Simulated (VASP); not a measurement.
The system is AlGa2.

```
CELL_PARAMETERS angstrom
3.01443 0.00000 0.00000
-1.50722 2.61057 0.00000
0.00000 0.00000 13.83157
ATOMIC_POSITIONS crystal
Al 0.00000 0.00000 0.00000
Al 0.00000 0.00000 0.50000
Ga 0.33333 0.66667 0.84299
Ga 0.33333 0.66667 0.65701
Ga 0.66667 0.33333 0.15701
Ga 0.66667 0.33333 0.34299
```

The cell was generated, and may not be a known phase.

| Item | Value |
| --- | --- |
| Program | VASP 6.6.1 |
| Task | relaxation of cell and atoms |
| Functional | PBE |
| Potentials or basis | VASP PAW PBE potentials, release 64 (Al, Ga_d) |
| Cutoff | 600 eV |
| k mesh | 6 × 6 × 2 |
| Occupations | gaussian, width 0.1 eV |
| Spin | no spin polarisation |

At the start: pressure 0.0 GPa; volume 18.14 Å³/atom.

Problem. How do energy, volume and symmetry change on relaxing?

Solution. Over 7 steps the energy falls by 8.0 meV/atom and the volume is 18.05 Å³/atom (-0.5 %); space group P6_3/mmc (No. 194, to 0.1 Å) before and after.

The path:
| step | energy change (eV) | largest force (eV/Å) | pressure (GPa) | volume (Å³) |
| --- | --- | --- | --- | --- |
| 1 | 0.0000 | 0.0261 | 0.02 | 108.85 |
| 2 | -0.0344 | 0.0278 | -0.14 | 108.86 |
| 3 | -0.0331 | 0.0480 | -0.24 | 108.80 |
| 4 | -0.0475 | 0.0444 | -0.24 | 108.84 |
| 5 | -0.0475 | 0.0471 | -0.29 | 108.84 |
| 6 | -0.0476 | 0.0451 | -0.28 | 108.84 |
| 7 | -0.0483 | 0.0145 | 0.00 | 108.27 |

Final structure:
```
CELL_PARAMETERS angstrom
2.96637 0.00000 0.00000
-1.48318 2.56895 0.00000
0.00000 0.00000 14.20808
ATOMIC_POSITIONS crystal
Al 0.00000 0.00000 0.00000
Al 0.00000 0.00000 0.50000
Ga 0.33333 0.66667 0.84301
Ga 0.33333 0.66667 0.65699
Ga 0.66667 0.33333 0.15699
Ga 0.66667 0.33333 0.34301
```

Caveat: the k points lie up to 0.41 Å⁻¹ apart in the final cell; the highest band is partly filled, so the run has too few bands.
